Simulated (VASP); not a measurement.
# Ba2HfC3 (P6/mmm) in VASP: single point with PBE

Aim: the single point of Ba2HfC3 with PBE.

Program: VASP 6.6.1. These are calculated values, not measurements. Logs are shortened: lines on timing, memory, paths and dates and some standing lists are left out, and cuts for length are marked.

## (1) The cell of the first run

It takes space group P6/mmm (No. 191, hexagonal). The conventional cell has a = 6.421 Å, b = 6.421 Å, c = 3.467 Å, α = 90.00°, β = 90.00°, γ = 120.00°. Ba (site symmetry -6m2) has 6 C at 2.54 Å within 3.3 Å. Within 4.6 Å of Hf (site symmetry 6/mmm) lie 2 Hf at 3.47 Å and 12 C at 3.65 Å and 6 Ba at 3.71 Å. C (site symmetry mmm) has 4 Ba at 2.54 Å and 4 C at 3.21 Å within 3.3 Å.

## (2) Single point, PBE

File INCAR:

```
SYSTEM = Ba2HfC3
  PREC = Accurate
  ENCUT = 520
  EDIFF = 1E-6
  ISMEAR = 0
  SIGMA = 0.1
  LREAL = .FALSE.
  LASPH = .TRUE.
  NELM = 100
  ALGO = Normal
  ISIF = 2
  LWAVE = .FALSE.
  LCHARG = .FALSE.
  GGA = PE
  NBANDS = 30
```

File KPOINTS:

```
regular mesh
0
G
  3 3 6
  0 0 0
```

File POSCAR:

```
Ba2HfC3
1.0
    6.4213173600      0.0000000000      0.0000000000
   -3.2106586800      5.5610239600      0.0000000000
    0.0000000000      0.0000000000      3.4668418300
Ba Hf C
2 1 3
Direct
    0.6666666700      0.3333333300      0.0000000000
    0.3333333300      0.6666666700      0.0000000000
    0.0000000000      0.0000000000      0.0000000000
    0.5000000000      0.5000000000      0.5000000000
    0.5000000000      0.0000000000      0.5000000000
    0.0000000000      0.5000000000      0.5000000000
```

Potentials or basis: VASP PAW PBE potentials, release 64 (Ba_sv, Hf_pv, C).

The run is started by

```bash
$ cat potpaw_PBE.64/Ba_sv/POTCAR potpaw_PBE.64/Hf_pv/POTCAR potpaw_PBE.64/C/POTCAR > POTCAR
$ mpirun -np 1 vasp_std > vasp.out
```

OUTCAR:

```text
SYSTEM = Ba2HfC3
   PREC = Accurate
   ENCUT = 520
   EDIFF = 1E-6
   ISMEAR = 0
   LREAL = .FALSE.
   LASPH = .TRUE.
   NELM = 100
   ISIF = 2
   GGA = PE

 ion  position               nearest neighbor table
   1  0.667  0.333  0.000-   6 2.54   6 2.54   5 2.54   5 2.54   4 2.54   4 2.54   3 3.71   2 3.71
                             2 3.71   3 3.71   3 3.71   2 3.71
   2  0.333  0.667  0.000-   6 2.54   6 2.54   5 2.54   5 2.54   4 2.54   4 2.54   3 3.71   1 3.71
                             1 3.71   3 3.71   3 3.71   1 3.71
   3  0.000  0.000  0.000-   1 3.71   2 3.71   1 3.71   2 3.71   1 3.71   2 3.71
   4  0.500  0.500  0.500-   1 2.54   2 2.54   1 2.54   2 2.54
   5  0.500  0.000  0.500-   1 2.54   2 2.54   1 2.54   2 2.54
   6  0.000  0.500  0.500-   1 2.54   2 2.54   1 2.54   2 2.54

  LATTYP: Found a hexagonal cell.
 ALAT       =     6.4213173600
 C/A-ratio  =     0.5398957310

  Lattice vectors:

 A1 = (   6.4213173600,   0.0000000000,   0.0000000000)
 A2 = (  -3.2106586800,   5.5610239600,   0.0000000000)
 A3 = (   0.0000000000,   0.0000000000,   3.4668418300)

Analysis of symmetry for initial positions (statically):
=====================================================================
 Subroutine PRICEL returns:
 Original cell was already a primitive cell.

 Routine SETGRP: Setting up the symmetry group for a
 hexagonal supercell.

 Subroutine GETGRP returns: Found 24 space group operations
 (whereof 24 operations were pure point group operations)
 out of a pool of 24 trial point group operations.

The static configuration has the point symmetry D_6h.

Analysis of symmetry for dynamics (positions and initial velocities):
=====================================================================
 Subroutine PRICEL returns:
 Original cell was already a primitive cell.

 Routine SETGRP: Setting up the symmetry group for a
 hexagonal supercell.

 Subroutine GETGRP returns: Found 24 space group operations
 (whereof 24 operations were pure point group operations)
 out of a pool of 24 trial point group operations.

The dynamic configuration has the point symmetry D_6h.

 Subroutine INISYM returns: Found 24 space group operations
 (whereof 24 operations are pure point group operations),
 and found     1 'primitive' translations

----------------------------------------------------------------------------------------

                                     Primitive cell

  volume of cell :     123.7978

  direct lattice vectors                    reciprocal lattice vectors
[... 87 lines left out ...]
   NFREE  =      0    steps in history (QN), initial steepest desc. (CG)
   ISIF   =      2    stress and relaxation
   ISYM   =      2    0-nonsym 1-usesym 2-fastsym
   POTIM  = 0.5000    time-step for ionic-motion
   TEBEG  =    0.0;   TEEND  =   0.0 temperature during run
   PSTRESS=    0.0 pullay stress
   NELECT =      42.0000    total number of electrons
   NUPDOWN=      -1.0000    fix difference up-down
   EMIN   =  10.00;   EMAX   =-10.00  energy-range for DOS
   EFERMI =   0.00;   METHOD = LEGACY
   ISMEAR =     0;   SIGMA  =   0.10  broadening in eV -4-tet -1-fermi 0-gaus
   EFERMI_NEDOS =   21; number of points for ismear=-14 and -15
   IALGO  =     38    algorithm
   IMIX   =      4    mixing-type and parameters
     AMIX     =   0.40;   BMIX     =  1.00
     AMIX_MAG =   1.60;   BMIX_MAG =  1.00
  volume/ion in A,a.u.               =      20.63       139.24
  Fermi-wavevector in a.u.,A,eV,Ry     =   1.141792  2.157674 17.737762  1.303689
  Thomas-Fermi vector in A             =   2.278491
   LORBIT       =      0    0 simple, 1 ext, 2 COOP (PROOUT), +10 PAW based schemes
   GGA     = PE    functional components
   LHFCALC =     F    Hartree Fock is set to
   AEXX    =    0.0000 exact exchange contribution
   IVDW    =     0    specifies the selected vdW correction
   LEPSILON=     F    determine dielectric tensor
   LRPA    =     F    only Hartree local field effects (RPA)
 non-spin polarized calculation
 Gauss-broadening in eV      SIGMA  =   0.10
  energy-cutoff  :      520.00
  volume of cell :      123.80
 maximum number of plane-waves:      3354
 NGX is ok and might be reduce to    48
   NGX = 23   NGY = 23   NGZ = 13

 number of electron      42.0000002 magnetization

 Free energy of the ion-electron system (eV)
  ---------------------------------------------------
  ext. energy  EPLUGINS =         0.00000000
  ---------------------------------------------------
  free energy    TOTEN  =       -24.77109675 eV

  energy without entropy =      -24.73040069  energy(sigma->0) =      -24.75074872

 E-fermi :   3.1375     XC(G=0): -10.0747

 val. band max:        3.0885117975   @ k =   0.3333   0.3333   0.3333
 cond. band min:       3.1921248051   @ k =   0.3333   0.3333   0.1667
 fundamental gap:      0.1036130076
 Fermi energy:         3.1375018034

 k-point     1 :       0.0000    0.0000    0.0000
  band No.  band energies     occupation
      1     -29.4359      2.00000
      2     -29.4359      2.00000
      3     -29.1226      2.00000
      4     -23.1529      2.00000
      5     -22.8769      2.00000
      6     -10.2236      2.00000
[... 385 lines left out ...]
     29       6.7644      0.00000
     30       7.2512      0.00000

------------------------ aborting loop because EDIFF is reached ----------------------------------------

  FORCE on cell =-STRESS in cart. coord.  units (eV):
  Direction    XX          YY          ZZ          XY          YZ          ZX
  --------------------------------------------------------------------------------------
  -------------------------------------------------------------------------------------
  Total        5.3559943      5.3559943      6.9669399      0.0000000      0.0000000      0.0000000
  in kB       69.3166807     69.3166807     90.1653590      0.0000000      0.0000000      0.0000000
  external PRESSURE =      76.2662402 kB  Pullay stress =       0.0000000 kB

 VOLUME and BASIS-vectors are now :
 -----------------------------------------------------------------------------
  energy-cutoff  :      520.00
  volume of cell :      123.80
      direct lattice vectors                 reciprocal lattice vectors
     6.421317360  0.000000000  0.000000000     0.155731284  0.089911499  0.000000000
    -3.210658680  5.561023960  0.000000000     0.000000000  0.179822998  0.000000000
     0.000000000  0.000000000  3.466841830     0.000000000  0.000000000  0.288446964

 POSITION                                       TOTAL-FORCE (eV/Angst)
 -----------------------------------------------------------------------------------
      3.21066      1.85367      0.00000         0.000000     -0.000000     -0.000000
     -0.00000      3.70735      0.00000        -0.000000      0.000000      0.000000
      0.00000      0.00000      0.00000        -0.000000      0.000000      0.000000
      1.60533      2.78051      1.73342        -0.000000      0.000000      0.000000
      3.21066      0.00000      1.73342        -0.000000      0.000000      0.000000
     -1.60533      2.78051      1.73342        -0.000000      0.000000      0.000000
 -----------------------------------------------------------------------------------
    total drift:                               -0.000000      0.000000     -0.000000

  FREE ENERGIE OF THE ION-ELECTRON SYSTEM (eV)
  ---------------------------------------------------
  free  energy   TOTEN  =       -24.7710967469 eV

  energy  without entropy=      -24.7304006896  energy(sigma->0) =      -24.75074872
```

OSZICAR:

```text
N       E                     dE             d eps       ncg     rms          rms(c)
DAV:   1     0.238267315577E+03    0.23827E+03   -0.20121E+04   720   0.127E+03
DAV:   2    -0.209985309604E+02   -0.25927E+03   -0.25053E+03  1026   0.275E+02
DAV:   3    -0.396673129084E+02   -0.18669E+02   -0.18359E+02   972   0.635E+01
DAV:   4    -0.402359629155E+02   -0.56865E+00   -0.56786E+00  1036   0.102E+01
DAV:   5    -0.402461636324E+02   -0.10201E-01   -0.10199E-01   928   0.130E+00    0.234E+01
DAV:   6    -0.276282611943E+02    0.12618E+02   -0.69542E+01   992   0.258E+01    0.246E+01
DAV:   7    -0.267038439984E+02    0.92442E+00   -0.51694E+01   904   0.132E+01    0.133E+01
DAV:   8    -0.248590326606E+02    0.18448E+01   -0.71458E+00   828   0.587E+00    0.797E+00
DAV:   9    -0.250698495088E+02   -0.21082E+00   -0.15443E+00   852   0.339E+00    0.473E+00
DAV:  10    -0.247820787658E+02    0.28777E+00   -0.91809E-01   836   0.175E+00    0.120E+00
DAV:  11    -0.247780099815E+02    0.40688E-02   -0.65682E-02   920   0.983E-01    0.827E-01
DAV:  12    -0.247818123058E+02   -0.38023E-02   -0.13754E-01   868   0.607E-01    0.647E-01
DAV:  13    -0.247737157113E+02    0.80966E-02   -0.12183E-02   840   0.224E-01    0.342E-01
DAV:  14    -0.247713085571E+02    0.24072E-02   -0.17680E-02   860   0.239E-01    0.155E-01
DAV:  15    -0.247711657760E+02    0.14278E-03   -0.64272E-04   802   0.747E-02    0.707E-02
DAV:  16    -0.247710966615E+02    0.69115E-04   -0.32786E-04   846   0.443E-02    0.290E-02
DAV:  17    -0.247710967469E+02   -0.85407E-07   -0.86095E-06   814   0.119E-02
   1 F= -.24771097E+02 E0= -.24750749E+02  d E =-.406961E-01
```

Wall time 1.7 min (1 thread of Intel Xeon 8259CL, shared host); peak memory 0.26 GiB.

What came out:

| Property | Result |
| --- | --- |
| Free energy | -24.7711 eV |
| Pressure | 7.6 GPa |
| Band gap on the k mesh | zero (band 21 reaches 3.25 eV, above the bottom of band 22 at 2.99 eV) |

Caveat: the k points lie up to 0.38 Å⁻¹ apart; spin-orbit coupling is left out, which moves the levels of the heavy elements.
